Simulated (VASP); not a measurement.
CsPdCl3:

```
Cs Pd Cl
1.0
     5.06322    0.00000    0.00000
     0.00000    5.06322    0.00000
     0.00000    0.00000    5.06322
Cs Pd Cl
1 1 3
Direct
  0.50000 0.50000 0.50000
  0.00000 0.00000 0.00000
  0.00000 0.00000 0.50000
  0.50000 0.00000 0.00000
  0.00000 0.50000 0.00000
```

Base run:

* Program: VASP 6.6.1
* Functional: LDA
* Potentials or basis: VASP PAW LDA potentials, release 64 (Cs_sv, Pd, Cl)
* Cutoff: 520 eV
* k mesh: 5 × 5 × 5
* Occupations: fermi-dirac, width 0.5 eV
* Spin: no spin polarisation

Its results: band gap on the k mesh zero (band 20 reaches 3.44 eV, above the bottom of band 21 at 0.43 eV); pressure -3.4 GPa.

Question: The run is repeated on the same cell with these changes: occupations from fermi-dirac, width 0.5 eV to fermi-dirac, width 0.2 eV. What comes out?

Answer: Band gap on the k mesh zero (band 20 reaches 3.32 eV, above the bottom of band 21 at 0.41 eV); pressure -4.9 GPa.

Caveats: spin-orbit coupling is left out, which moves the levels of the heavy elements.
